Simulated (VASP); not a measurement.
# ZnCd3SO (P4/mmm) in VASP: notebook

ZnCd3SO is run at these levels: PBE; tasks: single point.

Program: VASP 6.6.1. These are calculated values, not measurements. Logs are shortened: lines on timing, memory, paths and dates and some standing lists are left out, and cuts for length are marked.

### Step 1. The cell of the first run

The structure is tetragonal, space group P4/mmm (No. 123). Conventional cell: a = 3.710 Å, b = 3.710 Å, c = 10.070 Å, α = 90.00°, β = 90.00°, γ = 90.00°. Within 3.4 Å of Zn (site symmetry 4/mmm) lie 6 Cd at 2.59 to 2.62 Å. Cd (site symmetry 4mm) has 1 S at 2.45 Å and 1 Zn at 2.59 Å within 3.2 Å. Within 3.5 Å of Cd (site symmetry 4/mmm) lie 4 Zn at 2.62 Å. Within 3.2 Å of S (site symmetry 4/mmm) lie 2 Cd at 2.45 Å and 4 O at 2.62 Å. Within 3.5 Å of O (site symmetry 4/mmm) lie 4 S at 2.62 Å.

### Step 2. Single point, PBE, collinear spin, ferromagnetic start

Contents of INCAR:

```
SYSTEM = ZnCd3SO
ALGO = Normal
EDIFF = 1E-7
ENCUT = 520
GGA = PE
ISIF = 2
ISMEAR = 0
ISPIN = 2
LASPH = .True.
LCHARG = .True.
LELF = .True.
LORBIT = 11
LREAL = .False.
LVHAR = .True.
LWAVE = .False.
MAGMOM = 0 0 0 0 0 1
NBANDS = 43
NELM = 150
PREC = Accurate
SIGMA = 0.1
```

Contents of KPOINTS:

```
k-points
0
Gamma
  4 4 2
  0 0 0
```

Contents of POSCAR:

```
ZnCd3SO
1.0
    3.7099946923      0.0000000000      0.0000000000
    0.0000000000      3.7099946923      0.0000000000
    0.0000000000      0.0000000000     10.0703935054
Zn Cd S O
1 3 1 1
Direct
    0.5000000000      0.5000000000      0.0000000000
    0.5000000000      0.5000000000      0.2569661423
    0.5000000000      0.5000000000      0.7430338577
    0.0000000000      0.0000000000      0.0000000000
    0.5000000000      0.5000000000      0.5000000000
    0.0000000000      0.0000000000      0.5000000000
```

Potentials or basis: VASP PAW PBE potentials, release 64 (Zn, Cd, S, O).

Launch:

```bash
$ cat potpaw_PBE.64/Zn/POTCAR potpaw_PBE.64/Cd/POTCAR potpaw_PBE.64/S/POTCAR potpaw_PBE.64/O/POTCAR > POTCAR
$ mpirun -np 1 vasp_std > vasp.out
```

OUTCAR:

```text
SYSTEM = ZnCd3SO
   EDIFF = 1E-7
   ENCUT = 520
   GGA = PE
   ISIF = 2
   ISMEAR = 0
   ISPIN = 2
   LASPH = .True.
   LORBIT = 11
   LREAL = .False.
   NELM = 150
   PREC = Accurate

 ion  position               nearest neighbor table
   1  0.500  0.500  0.000-   2 2.59   3 2.59   4 2.62   4 2.62   4 2.62   4 2.62
   2  0.500  0.500  0.257-   5 2.45   1 2.59   4 3.68   4 3.68   4 3.68   4 3.68
   3  0.500  0.500  0.743-   5 2.45   1 2.59   4 3.68   4 3.68   4 3.68   4 3.68
   4  0.000  0.000  0.000-   1 2.62   1 2.62   1 2.62   1 2.62   2 3.68   3 3.68   3 3.68   2 3.68
                             3 3.68   2 3.68   2 3.68   3 3.68
   5  0.500  0.500  0.500-   2 2.45   3 2.45
   6  0.000  0.000  0.500-

  LATTYP: Found a simple tetragonal cell.
 ALAT       =     3.7099946923
 C/A-ratio  =     2.7143956638

  Lattice vectors:

 A1 = (   3.7099946923,   0.0000000000,   0.0000000000)
 A2 = (   0.0000000000,   3.7099946923,   0.0000000000)
 A3 = (   0.0000000000,   0.0000000000,  10.0703935054)

Analysis of symmetry for initial positions (statically):
=====================================================================
 Subroutine PRICEL returns:
 Original cell was already a primitive cell.

 Routine SETGRP: Setting up the symmetry group for a
 simple tetragonal supercell.

 Subroutine GETGRP returns: Found 16 space group operations
 (whereof 16 operations were pure point group operations)
 out of a pool of 16 trial point group operations.

The static configuration has the point symmetry D_4h.

Analysis of symmetry for dynamics (positions and initial velocities):
=====================================================================
 Subroutine PRICEL returns:
 Original cell was already a primitive cell.

 Routine SETGRP: Setting up the symmetry group for a
 simple tetragonal supercell.

 Subroutine GETGRP returns: Found 16 space group operations
 (whereof 16 operations were pure point group operations)
 out of a pool of 16 trial point group operations.

The dynamic configuration has the point symmetry D_4h.

Analysis of structural, dynamic, and magnetic symmetry:
=====================================================================
 Subroutine PRICEL returns:
 Original cell was already a primitive cell.

 Routine SETGRP: Setting up the symmetry group for a
 simple tetragonal supercell.

 Subroutine GETGRP returns: Found 16 space group operations
 (whereof 16 operations were pure point group operations)
 out of a pool of 16 trial point group operations.

The overall configuration has the point symmetry D_4h.

 Subroutine INISYM returns: Found 16 space group operations
 (whereof 16 operations are pure point group operations),
 and found     1 'primitive' translations

----------------------------------------------------------------------------------------

                                     Primitive cell

  volume of cell :     138.6095

  direct lattice vectors                    reciprocal lattice vectors
     3.709994692  0.000000000  0.000000000     0.269542165  0.000000000  0.000000000
     0.000000000  3.709994692  0.000000000     0.000000000  0.269542165  0.000000000
     0.000000000  0.000000000 10.070393505     0.000000000  0.000000000  0.099300986

  length of vectors
     3.709994692  3.709994692 10.070393505     0.269542165  0.269542165  0.099300986

  position of ions in fractional coordinates (direct lattice)
     0.500000000  0.500000000  0.000000000
     0.500000000  0.500000000  0.256966142
     0.500000000  0.500000000  0.743033858
     0.000000000  0.000000000  0.000000000
     0.500000000  0.500000000  0.500000000
     0.000000000  0.000000000  0.500000000

  ion indices of the primitive-cell ions
   primitive index   ion index
                 1           1
                 2           2
                 3           3
                 4           4
                 5           5
                 6           6

----------------------------------------------------------------------------------------

 KPOINTS: k-points

Automatic generation of k-mesh.
 Grid dimensions read from file:
 generate k-points for:    4    4    2

 Generating k-lattice:

  Cartesian coordinates                     Fractional coordinates (reciprocal lattice)
     0.067385541  0.000000000  0.000000000     0.250000000  0.000000000  0.000000000
     0.000000000  0.067385541  0.000000000     0.000000000  0.250000000  0.000000000
     0.000000000  0.000000000  0.049650493     0.000000000  0.000000000  0.500000000

  Length of vectors
     0.067385541  0.067385541  0.049650493

  Shift w.r.t. Gamma in fractional coordinates (k-lattice)
     0.000000000  0.000000000  0.000000000

 Subroutine IBZKPT returns following result:
 ===========================================

 Found     12 irreducible k-points:

 Following reciprocal coordinates:
            Coordinates               Weight
  0.000000  0.000000  0.000000      1.000000
  0.250000  0.000000  0.000000      4.000000
  0.500000  0.000000  0.000000      2.000000
  0.250000  0.250000  0.000000      4.000000
  0.500000  0.250000  0.000000      4.000000
  0.500000  0.500000  0.000000      1.000000
  0.000000  0.000000  0.500000      1.000000
  0.250000  0.000000  0.500000      4.000000
  0.500000  0.000000  0.500000      2.000000
  0.250000  0.250000  0.500000      4.000000
  0.500000  0.250000  0.500000      4.000000
  0.500000  0.500000  0.500000      1.000000
   k-points           NKPTS =     12   k-points in BZ     NKDIM =     12   number of bands    NBANDS=     43
   number of dos      NEDOS =    301   number of ions     NIONS =      6
   total plane-waves  NPLWV =  62720
   dimension x,y,z NGX =    28 NGY =   28 NGZ =   80
   dimension x,y,z NGXF=    56 NGYF=   56 NGZF=  160
   ions per type =               1   3   1   1
   NGX,Y,Z   is equivalent  to a cutoff of  12.55, 12.55, 13.21 a.u.
   NGXF,Y,Z  is equivalent  to a cutoff of  25.09, 25.09, 26.41 a.u.
 SYSTEM =  ZnCd3SO
   PREC   = accura    normal or accurate (medium, high low for compatibility)
   ISTART =      0    job   : 0-new  1-cont  2-samecut
   ICHARG =      2    charge: 1-file 2-atom 10-const
   ISPIN  =      2    spin polarized calculation?
   LNONCOLLINEAR =      F non collinear calculations
   LSORBIT =      F    spin-orbit coupling
   LASPH  =      T    aspherical Exc in radial PAW
   ENCUT  =  520.0 eV  38.22 Ry    6.18 a.u.   6.90  6.90 18.72*2*pi/ulx,y,z
   NELM   =    150;   NELMIN=  2; NELMDL= -5     # of ELM steps
   EDIFF  = 0.1E-06   stopping-criterion for ELM
   LREAL  =      F    real-space projection
   EDIFFG = 0.1E-05   stopping-criterion for IOM
   NSW    =      0    number of steps for IOM
   IBRION =     -1    ionic relax: 0-MD 1-quasi-New 2-CG
   NFREE  =      0    steps in history (QN), initial steepest desc. (CG)
   ISIF   =      2    stress and relaxation
   ISYM   =      2    0-nonsym 1-usesym 2-fastsym
   POTIM  = 0.5000    time-step for ionic-motion
   TEBEG  =    0.0;   TEEND  =   0.0 temperature during run
   PSTRESS=    0.0 pullay stress
   NELECT =      60.0000    total number of electrons
   NUPDOWN=      -1.0000    fix difference up-down
   EMIN   =  10.00;   EMAX   =-10.00  energy-range for DOS
   EFERMI =   0.00;   METHOD = LEGACY
   ISMEAR =     0;   SIGMA  =   0.10  broadening in eV -4-tet -1-fermi 0-gaus
   EFERMI_NEDOS =   21; number of points for ismear=-14 and -15
   IALGO  =     38    algorithm
   IMIX   =      4    mixing-type and parameters
     AMIX     =   0.40;   BMIX     =  1.00
     AMIX_MAG =   1.60;   BMIX_MAG =  1.00
  volume/ion in A,a.u.               =      23.10       155.90
  Fermi-wavevector in a.u.,A,eV,Ry     =   1.238400  2.340236 20.866362  1.533634
  Thomas-Fermi vector in A             =   2.372927
   LORBIT       =     11    0 simple, 1 ext, 2 COOP (PROOUT), +10 PAW based schemes
   GGA     = PE    functional components
   LHFCALC =     F    Hartree Fock is set to
   AEXX    =    0.0000 exact exchange contribution
   IVDW    =     0    specifies the selected vdW correction
   LEPSILON=     F    determine dielectric tensor
   LRPA    =     F    only Hartree local field effects (RPA)
 spin polarized calculation
 Gauss-broadening in eV      SIGMA  =   0.10
  energy-cutoff  :      520.00
  volume of cell :      138.61
 maximum number of plane-waves:      3772
 NGX is ok and might be reduce to    28
   NGX = 13   NGY = 13   NGZ = 37

 number of electron      60.0000039 magnetization       0.5444148

 Free energy of the ion-electron system (eV)
  ---------------------------------------------------
  ext. energy  EPLUGINS =         0.00000000
  ---------------------------------------------------
  free energy    TOTEN  =        -9.48105817 eV

  energy without entropy =       -9.46312725  energy(sigma->0) =       -9.47209271

 E-fermi :   1.3760     XC(G=0):  -9.4709

 val. band max:        1.3506023799   @ k =   0.5000   0.2500   0.0000
 cond. band min:       1.4105297711   @ k =   0.2500   0.0000   0.0000
 fundamental gap:      0.0599273912
 Fermi energy:         1.3760496369

 spin component 1

 k-point     1 :       0.0000    0.0000    0.0000
  band No.  band energies     occupation
      1     -15.4960      1.00000
      2     -11.1444      1.00000
      3      -7.9791      1.00000
      4      -7.9647      1.00000
      5      -7.9242      1.00000
      6      -7.7188      1.00000
[... 34 lines left out ...]
     41       9.0699      0.00000
     42       9.8504      0.00000

 k-point     2 :       0.2500    0.0000    0.0000
  band No.  band energies     occupation
      1     -15.3579      1.00000
      2     -11.3452      1.00000
      3      -7.8287      1.00000
      4      -7.7780      1.00000
      5      -7.7157      1.00000
      6      -7.6047      1.00000
[... 439 lines left out ...]
     41       9.2690      0.00000
     42      10.0674      0.00000

 k-point    12 :       0.5000    0.5000    0.5000
  band No.  band energies     occupation
      1     -15.1064      1.00000
      2     -11.2459      1.00000
      3      -8.1674      1.00000
      4      -7.7870      1.00000
      5      -7.6788      1.00000
      6      -7.6788      1.00000
[... 34 lines left out ...]
     41       8.9826      0.00000
     42       9.8180      0.00000
 Fermi energy:         1.3760496369

 spin component 2

 k-point     1 :       0.0000    0.0000    0.0000
  band No.  band energies     occupation
      1     -14.9462      1.00000
      2     -10.9519      1.00000
      3      -7.9770      1.00000
      4      -7.9587      1.00000
      5      -7.9207      1.00000
      6      -7.7132      1.00000
[... 34 lines left out ...]
     41       9.1257      0.00000
     42       9.8694      0.00000

 k-point     2 :       0.2500    0.0000    0.0000
  band No.  band energies     occupation
      1     -14.7851      1.00000
      2     -11.1768      1.00000
      3      -7.8266      1.00000
      4      -7.7742      1.00000
      5      -7.7104      1.00000
      6      -7.6008      1.00000
[... 439 lines left out ...]
     41       9.2949      0.00000
     42      10.1066      0.00000

 k-point    12 :       0.5000    0.5000    0.5000
  band No.  band energies     occupation
      1     -14.4937      1.00000
      2     -11.1156      1.00000
      3      -8.1641      1.00000
      4      -7.7830      1.00000
      5      -7.6753      1.00000
      6      -7.6753      1.00000
[... 34 lines left out ...]
     41       9.0169      0.00000
     42       9.8547      0.00000
 [bands above 42 left out]

------------------------ aborting loop because EDIFF is reached ----------------------------------------

  FORCE on cell =-STRESS in cart. coord.  units (eV):
  Direction    XX          YY          ZZ          XY          YZ          ZX
  --------------------------------------------------------------------------------------
  -------------------------------------------------------------------------------------
  Total        0.1296760      0.1296760      0.4213026      0.0000000      0.0000000      0.0000000
  in kB        1.4989159      1.4989159      4.8698069      0.0000000      0.0000000      0.0000000
  external PRESSURE =       2.6225462 kB  Pullay stress =       0.0000000 kB

 VOLUME and BASIS-vectors are now :
 -----------------------------------------------------------------------------
  energy-cutoff  :      520.00
  volume of cell :      138.61
      direct lattice vectors                 reciprocal lattice vectors
     3.709994692  0.000000000  0.000000000     0.269542165  0.000000000  0.000000000
     0.000000000  3.709994692  0.000000000     0.000000000  0.269542165  0.000000000
     0.000000000  0.000000000 10.070393505     0.000000000  0.000000000  0.099300986

 POSITION                                       TOTAL-FORCE (eV/Angst)
 -----------------------------------------------------------------------------------
      1.85500      1.85500      0.00000         0.000000      0.000000      0.000000
      1.85500      1.85500      2.58775         0.000000      0.000000     -0.022515
      1.85500      1.85500      7.48264         0.000000      0.000000      0.022515
      0.00000      0.00000      0.00000         0.000000      0.000000      0.000000
      1.85500      1.85500      5.03520         0.000000      0.000000      0.000000
      0.00000      0.00000      5.03520         0.000000      0.000000      0.000000
 -----------------------------------------------------------------------------------
    total drift:                                0.000000      0.000000     -0.000000

  FREE ENERGIE OF THE ION-ELECTRON SYSTEM (eV)
  ---------------------------------------------------
  free  energy   TOTEN  =        -9.4810581666 eV

  energy  without entropy=       -9.4631272453  energy(sigma->0) =       -9.47209271

 total charge

# of ion       s       p       d       tot
------------------------------------------
    1        0.658   0.469   9.716  10.843
    2        0.582   0.195   9.511  10.288
    3        0.582   0.195   9.511  10.288
    4        0.663   0.240   9.486  10.389
    5        1.395   2.128   0.000   3.523
    6        1.620   3.048   0.000   4.668
--------------------------------------------------
tot          5.501   6.274  38.224  49.999

 magnetization (x)

# of ion       s       p       d       tot
------------------------------------------
    1        0.000   0.003   0.000   0.004
    2        0.001   0.002   0.001   0.004
    3        0.001   0.002   0.001   0.004
    4       -0.000   0.004   0.000   0.003
    5        0.006   0.092   0.000   0.098
    6        0.008   0.299   0.000   0.307
--------------------------------------------------
tot          0.016   0.402   0.002   0.419
```

Run time: 1.7 min. Hardware: 1 thread of Intel Xeon 6975P-C (Granite Rapids), shared host; peak memory 0.34 GiB.

Results:

```
Free energy                                           : -9.4811 eV
Pressure                                              : 0.3 GPa
Largest force                                         : 0.023 eV/Å
Net moment                                            : 0.54 μB per cell
Site moments                                          : Zn +0.00; Cd +0.00; S +0.10; O +0.31 μB
Valence electrons inside the program's atomic spheres : Zn 10.84; Cd 10.29, 10.39; S 3.52; O 4.67
```

Forces in eV/Å, atoms in the order of the input:
```
Zn   0.000  0.000  0.000
Cd   0.000  0.000 -0.023
Cd   0.000  0.000  0.023
Cd   0.000  0.000  0.000
S    0.000  0.000  0.000
O    0.000  0.000  0.000
```

Stress tensor (GPa, compression positive):
```
0.15 0.00 0.00
0.00 0.15 0.00
0.00 0.00 0.49
```

Caveat: the k points lie up to 0.42 Å⁻¹ apart.

### Step 3. Single point, PBE, collinear spin, ferromagnetic start

This run uses another cell than the first one, of 22.05 Å³/atom, 0.954 times its volume.

Contents of INCAR:

```
SYSTEM = ZnCd3SO
PREC     = Accurate       ! precision mode
ENCUT    = 520            ! plane-wave cutoff, eV
EDIFF    = 1E-6           ! SCF threshold, eV
ISMEAR   = 0              ! smearing method
SIGMA    = 0.1            ! smearing width, eV
LREAL    = .False.        ! projectors in reciprocal space
LASPH    = .True.         ! aspherical terms in the spheres
NELM     = 150            ! most SCF steps
ALGO     = Normal         ! electronic algorithm
ISIF     = 2              ! what is computed and relaxed
LWAVE    = .False.        ! write WAVECAR
LCHARG   = .False.        ! write CHGCAR
ISPIN    = 2              ! spin polarisation
MAGMOM   = 0 0 0 0 0 0.39 ! initial moments
LORBIT   = 11             ! projections on sites
GGA      = PE             ! functional
NBANDS   = 43             ! bands
```

Contents of KPOINTS:

```
Automatic mesh
0
Gamma
  6 6 2
  0 0 0
```

Contents of POSCAR:

```
ZnCd3SO
1.0
    3.5997295765      0.0000000000      0.0000000000
    0.0000000000      3.5997295765      0.0000000000
    0.0000000000      0.0000000000     10.2082138334
Zn Cd S O
1 3 1 1
Direct
    0.5000000000      0.5000000000      0.0000000000
    0.5000000000      0.5000000000      0.2593525234
    0.5000000000      0.5000000000      0.7406474766
    0.0000000000      0.0000000000      0.0000000000
    0.5000000000      0.5000000000      0.5000000000
    0.0000000000      0.0000000000      0.5000000000
```

Potentials or basis: VASP PAW PBE potentials, release 64 (Zn, Cd, S, O).

Launch:

```bash
$ cat potpaw_PBE.64/Zn/POTCAR potpaw_PBE.64/Cd/POTCAR potpaw_PBE.64/S/POTCAR potpaw_PBE.64/O/POTCAR > POTCAR
$ mpirun -np 1 vasp_std > vasp.out
```

It took 4 min on 1 thread of Oxide Virtual Turin-like, shared host; peak memory 0.35 GiB.

It converged, with:

| Item | Value |
| --- | --- |
| Free energy | -9.8386 eV |
| Pressure | 0.4 GPa |
| Largest force | 0.052 eV/Å |
| Band gap on the k mesh | zero (filled and empty bands overlap) |
| Net moment | 0.00 μB per cell |
| Valence electrons inside the program's atomic spheres | Zn 10.87; Cd 10.28, 10.41; S 3.51; O 4.68 |

Forces in eV/Å, atoms in the order of the input:
```
Zn   0.000  0.000  0.000
Cd   0.000  0.000 -0.052
Cd   0.000  0.000  0.052
Cd   0.000  0.000  0.000
S    0.000  0.000  0.000
O    0.000  0.000  0.000
```

Stress tensor (GPa, compression positive):
```
0.23 0.00 0.00
0.00 0.23 0.00
0.00 0.00 0.75
```

Levels at points of the mesh, in eV from the Fermi level:
Spin up:
```
           k point  band 26  band 27  band 28  band 29  band 30  band 31  band 32  band 33  band 34  band 35
(0.00, 0.00, 0.00)    -3.09    -3.09    -1.97    -0.63     1.33     1.33     2.89     2.89     3.64     5.31
(0.50, 0.00, 0.00)    -2.04    -1.96    -1.74    -1.42    -1.29    -0.79     0.00     0.08     1.92     5.09
(0.50, 0.50, 0.00)    -1.98    -1.98    -1.93    -1.32    -0.39     0.01     1.65     1.65     1.71     1.71
(0.00, 0.00, 0.50)    -3.09    -3.09    -0.77     0.36     1.08     1.34     1.34     2.85     2.85     5.86
(0.50, 0.00, 0.50)    -2.23    -2.22    -1.74    -1.74    -1.41    -0.79    -0.05     1.86     1.97     3.40
(0.50, 0.50, 0.50)    -2.02    -2.02    -1.81    -1.32    -0.47    -0.38     1.49     1.49     2.58     2.58
```
Spin down:
```tsv
k point	band 28	band 29	band 30	band 31	band 32	band 33
(0.00, 0.00, 0.00)	-1.97	-0.63	1.33	1.33	2.89	2.89
(0.50, 0.00, 0.00)	-1.74	-1.42	-1.29	-0.79	0.00	0.08
(0.50, 0.50, 0.00)	-1.93	-1.32	-0.39	0.01	1.65	1.65
(0.00, 0.00, 0.50)	-0.77	0.36	1.08	1.34	1.34	2.85
(0.50, 0.00, 0.50)	-1.74	-1.74	-1.41	-0.79	-0.05	1.86
(0.50, 0.50, 0.50)	-1.81	-1.32	-0.47	-0.38	1.49	1.49
```
